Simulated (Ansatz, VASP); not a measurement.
Two plane-wave programs on MgB2

The input INCAR:

```
SYSTEM = MgB2
PREC = Accurate
ENCUT = 520
EDIFF = 1E-7
ISMEAR = -1
SIGMA = 0.05
LREAL = .FALSE.
LASPH = .TRUE.
NELM = 60
ALGO = Normal
ISIF = 2
LWAVE = .FALSE.
LCHARG = .TRUE.
GGA = PS
LELF = .TRUE.
LVHAR = .TRUE.
NBANDS = 11
```

The input KPOINTS:

```
Automatic mesh
0
G
  12 12 8
  0 0 0
```

POSCAR

```
MgB2
1.0
    3.0677593167      0.0000000000      0.0000000000
   -1.5338796583      2.6567575009      0.0000000000
    0.0000000000      0.0000000000      3.4853583606
Mg B
1 2
Direct
    0.0000000000      0.0000000000      0.0000000000
    0.3333333333      0.6666666667      0.5000000000
    0.6666666667      0.3333333333      0.5000000000
```

Input for Ansatz:

```yaml
crystal:
  lattice:
    - [3.06775931667, 0.0, 0.0]
    - [-1.53387965834, 2.65675750093, 0.0]
    - [0.0, 0.0, 3.48535836063]
  atoms:
    - { symbol: Mg, position: [0.0, 0.0, 0.0] }
    - { symbol: B, position: [0.333333333333, 0.666666666667, 0.5] }
    - { symbol: B, position: [0.666666666667, 0.333333333333, 0.5] }
kpoints:
  mp_grid: { grid: [12, 12, 8] }
scf:
  occupations: { method: fermi_dirac, width: 0.05 }
hamiltonian:
  xc: pbesol
  pseudopotentials: { kind: paw }
output:
  forces: true
  stress: true
  eigenvalues: true
  eigenstates:
    nscf_kmesh: { grid: [16, 16, 12] }
    de_dk: true
    e_range: [-14, 14]
  optics:
    e_range: [0, 20]
    de: 0.2
    sigma: 0.2
    bands: { spectra_wanted_up_to: 20 }
    nscf_kmesh: { grid: [16, 16, 12] }
    drude_damping: 0.1
checkpoint:
  write: ck
  write_wavefunctions: false
```

Alike in both runs: task single point; functional PBEsol; k mesh 12 × 12 × 8; occupations fermi-dirac, width 0.05 eV; no spin polarisation.

|  | VASP | Ansatz |
| --- | --- | --- |
| version | VASP 6.6.1 | Ansatz 0.2.0 |
| potentials or method | VASP PAW PBE potentials, release 64 (Mg, B) | PAW with Ansatz's default frozen-core files, scalar-relativistic |
| plane-wave cutoff (eV) | 520 | 420 |
| valence electrons in the cell | 8 | 16 |

|  | VASP | Ansatz | Ansatz less VASP |
| --- | --- | --- | --- |
| pressure (GPa) | 0.0 | 0.0 | 0.00 |
| traceless stress, the component that is largest in VASP (GPa) | -0.14 | 0.01 | +0.152 |

VASP's potentials were made for PBE, not for PBEsol. VASP's potentials hold 8 valence electrons a cell and Ansatz's 16, so a difference there can come from the potentials and not from the codes. Ansatz's warnings: optics on partly filled bands.
